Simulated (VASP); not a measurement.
**Cl3F: single point with PBE+D3(BJ)**

Crystal: Cl3F.

```xyz
8
Lattice="0.0000 4.0633 0.0557 -6.4980 0.0000 0.0000 0.0000 0.1101 7.8129" Properties=species:S:1:pos:R:3 pbc="T T T"
F     0.0000    3.6955    0.6864
F    -6.4980    0.4779    7.1822
Cl   -3.2490    1.4905    0.8930
Cl   -6.4980    1.7283    3.0014
Cl   -3.2490    3.5736    3.1028
Cl   -3.2490    2.6829    6.9756
Cl    0.0000    2.4451    4.8672
Cl   -3.2490    0.5998    4.7658
```

```yaml
Program: VASP 6.6.1
Task: single point
Functional: PBE
Dispersion: D3(BJ)
Potentials_or_basis: VASP PAW PBE potentials, release 64 (F, Cl)
Cutoff: 520 eV
k_mesh: 8 × 6 × 4
Occupations: gaussian, width 0.02 eV
Spin: no spin polarisation
Dipole_correction: no
Further_INCAR_settings: ALGO = Normal; EDIFF = 1e-06; NBANDS = 38
```

| Quantity | Value |
| --- | --- |
| Pressure | -0.3 GPa |
| Largest force | 0.317 eV/Å |
| Band gap on the k mesh | 0.76 eV (least direct gap 0.82 eV) |
| Dispersion energy per atom | -0.116 eV |

Forces in eV/Å, atoms in the order of the input:
```
F    0.000 -0.160  0.274
F    0.000  0.160 -0.274
Cl   0.000  0.086 -0.144
Cl   0.000  0.073  0.181
Cl   0.000  0.088  0.146
Cl   0.000 -0.086  0.144
Cl   0.000 -0.073 -0.181
Cl   0.000 -0.088 -0.146
```

Stress tensor (GPa, compression positive):
```
-0.11  0.00  0.00
 0.00 -0.18 -0.25
 0.00 -0.25 -0.49
```

Levels at points of the mesh, in eV from the valence-band top:
| k point | band 26 | band 27 | band 28 | band 29 | band 30 | band 31 |
| --- | --- | --- | --- | --- | --- | --- |
| (0.00, 0.00, 0.00) | -0.47 | -0.19 | -0.06 | 0.76 | 2.32 | 2.66 |
| (0.50, 0.00, 0.00) | -0.67 | -0.58 | -0.20 | 1.01 | 2.58 | 2.91 |
| (0.00, 0.50, 0.00) | -0.55 | -0.47 | -0.06 | 0.78 | 2.34 | 2.71 |
| (0.50, 0.50, 0.00) | -0.54 | -0.43 | -0.40 | 1.01 | 2.62 | 2.91 |
| (0.00, 0.00, 0.50) | -0.65 | -0.40 | -0.15 | 0.88 | 2.41 | 2.52 |
| (0.50, 0.00, 0.50) | -0.44 | -0.13 | -0.07 | 0.82 | 2.58 | 2.60 |
| (0.00, 0.50, 0.50) | -0.50 | -0.48 | -0.37 | 0.89 | 2.43 | 2.57 |
| (0.50, 0.50, 0.50) | -0.33 | -0.12 | 0.00 | 0.82 | 2.60 | 2.60 |

Wall time 12 min on 1 thread of Intel Xeon 8259CL, on a shared host, peak memory 0.55 GiB.

Caveat: semilocal functionals underestimate gaps, and a narrow one can read as zero. A k mesh can miss the band edges.
